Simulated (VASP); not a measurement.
## Ir: single point with r2SCAN

Crystal: Ir.

```
Ir
1.0
     2.61917    0.00000    0.00000
     0.00000    2.61917    0.00000
     0.00000    0.00000    2.61917
Ir
1
Direct
  0.00000 0.00000 0.00000
```

This isn't the form of Ir at room conditions, which is fcc.

* Program: VASP 6.6.1
* Task: single point
* Functional: r2SCAN
* Potentials or basis: VASP PAW PBE potentials, release 64 (Ir_sv_GW)
* Cutoff: 620 eV
* k mesh: 14 × 14 × 14
* Occupations: fermi-dirac, width 0.05 eV
* Spin: collinear spin
* Starting moments: [1.0] μB
* Dipole correction: no
* Further INCAR settings: ALGO = Normal; EDIFF = 1e-06; NBANDS = 18

| Property | Result |
| --- | --- |
| Pressure | -18.1 GPa |
| Net moment | 0.00 μB per cell |
| Valence electrons inside the program's atomic spheres | Ir 16.28 |

Levels at points of the mesh, in eV from the Fermi level:
Spin up:
| k point | band 6 | band 7 | band 8 | band 9 | band 10 | band 11 |
| --- | --- | --- | --- | --- | --- | --- |
| (0.00, 0.00, 0.00) | -5.70 | -5.70 | 1.18 | 1.18 | 1.18 | 15.69 |
| (0.50, 0.00, 0.00) | -5.02 | -1.39 | -1.39 | -0.50 | 1.43 | 5.69 |
| (0.50, 0.50, 0.00) | -4.54 | -0.91 | -0.91 | 3.16 | 4.68 | 4.68 |
| (0.50, 0.50, 0.50) | -4.86 | -4.86 | 3.34 | 3.34 | 10.08 | 10.61 |
Spin down:
| k point | band 4 | band 5 | band 6 | band 7 | band 8 | band 9 | band 10 | band 11 | band 12 | band 13 |
| --- | --- | --- | --- | --- | --- | --- | --- | --- | --- | --- |
| (0.00, 0.00, 0.00) | -50.08 | -8.82 | -5.70 | -5.70 | 1.18 | 1.18 | 1.18 | 15.69 | 15.69 | 15.69 |
| (0.50, 0.00, 0.00) | -50.03 | -5.96 | -5.02 | -1.39 | -1.39 | -0.50 | 1.43 | 5.69 | 16.57 | 20.00 |
| (0.50, 0.50, 0.00) | -49.97 | -5.99 | -4.54 | -0.91 | -0.91 | 3.16 | 4.68 | 4.68 | 11.01 | 14.53 |
| (0.50, 0.50, 0.50) | -50.58 | -4.86 | -4.86 | -4.86 | 3.34 | 3.34 | 10.08 | 10.61 | 10.61 | 10.61 |

Wall time 86 s on 1 thread of Intel(R) Xeon(R) 6975P-C (Granite Rapids), with other jobs on the host, peak memory 0.22 GiB.

Caveat: the cell stands under tension; the PAW data sets were made with another functional, which shifts forces and pressure a little; spin-orbit coupling is left out, which moves the levels of the heavy elements.
